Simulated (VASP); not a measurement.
A run of VASP 6.6.1 is set up as follows.

Contents of INCAR:

```
ALGO = Normal ; EDIFF = 1E-8
ENCUT = 520 ; GGA = PS
ISIF = 2 ; ISMEAR = -1
LASPH = True ; LCHARG = False
LEFG = True ; LREAL = False
LWAVE = False ; NBANDS = 10
NELM = 60 ; PREC = Accurate
SIGMA = 0.03
```

File KPOINTS:

```
k-points
0
Gamma
  11 11 11
```

The input POSCAR:

```
Na
1.0
   -2.0888816270      2.0888816270      2.0888816270
    2.0888816270     -2.0888816270      2.0888816270
    2.0888816270      2.0888816270     -2.0888816270
Na
1
Direct
    0.0000000000      0.0000000000      0.0000000000
```

Potentials or basis: VASP PAW PBE potentials, release 64 (Na_pv).

The run is started by

```bash
$ cat potpaw_PBE.64/Na_pv/POTCAR > POTCAR
$ mpirun -np 1 vasp_std > vasp.out
```

(1) Predict the pressure.

Answers

(1) 0.0 GPa.

Caveat: without QUAD_EFG the Cq values of the log hold for a quadrupole moment of 1 mb, not for the nuclei; the PAW data sets were made with another functional, which shifts forces and pressure a little.
